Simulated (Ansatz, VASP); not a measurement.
# Ta2N in VASP and in Ansatz

```xyz
3
Lattice="3.1129 0.0000 0.0000 -1.5564 2.6958 0.0000 0.0000 0.0000 4.8698" Properties=species:S:1:pos:R:3 pbc="T T T"
Ta    0.0000    1.7972    1.2404
Ta    1.5564    0.8986    3.6294
N     0.0000    0.0000    0.0000
```

Alike in both runs: task relaxation of cell and atoms; functional LDA; k mesh 10 × 10 × 6; occupations fermi-dirac, width 0.05 eV; no spin polarisation.

```csv
,VASP,Ansatz
version,VASP 6.6.1,Ansatz 0.2.0
potentials or method,"VASP PAW LDA potentials, release 64 (Ta_sv_GW, N)",Ansatz PAW
plane-wave cutoff (eV),600,420
valence electrons in the cell,31,31
```

VASP gave:

* gap on the k mesh at the Fermi level, each at its own relaxed structure (eV): none
* relaxed volume (Å³/atom): 13.00
* relaxed cell length with the largest relative difference (Å): 4.787

Task: What did Ansatz give for the same quantities?

Result: gap on the k mesh at the Fermi level, each at its own relaxed structure (eV): none; relaxed volume (Å³/atom): 12.97; relaxed cell length with the largest relative difference (Å): 4.780.

LDA's correlation is that of Perdew and Zunger in VASP and of Perdew and Wang (1992) in Ansatz. A gap of «none» marks a metal or a gap that the smearing closes.

Spin-orbit coupling is off throughout. Noted on Ansatz's run: the plane-wave basis is chosen anew once the cell has moved, so the energies of steps on either side of that aren't comparable.
